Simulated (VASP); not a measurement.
The system is MnS.

```
Mn S
1.0
     0.00000    2.80000    2.80000
     2.80000    0.00000    2.80000
     2.80000    2.80000    0.00000
Mn S
1 1
Cartesian
  0.0000 0.0000 0.0000
  4.2000 4.2000 4.2000
```

Base run:

* Program: VASP 6.6.1
* Functional: PBEsol
* Potentials or basis: VASP PAW PBE potentials, release 64 (Mn_pv, S)
* Cutoff: 520 eV
* k mesh: 10 × 10 × 10
* Occupations: fermi-dirac, width 0.05 eV
* Spin: collinear spin, ferromagnetic start
* Starting moments: [4.0, 0.0] μB

Its results: pressure -2.1 GPa; net moment 4.89 μB per cell; site moments Mn +4.30; S +0.08 μB.

Task: The run is repeated on the same cell with these changes: functional from PBEsol to PBE. What comes out?

Result: Pressure 1.1 GPa; net moment 4.92 μB per cell; site moments Mn +4.33; S +0.09 μB.

PBE binds less tightly than PBEsol, so the same cell stands under more pressure.

Caveats: a cell with one magnetic atom can't hold antiferromagnetic order, which such compounds often take; the PAW data sets were made with another functional, which shifts forces and pressure a little (some runs).
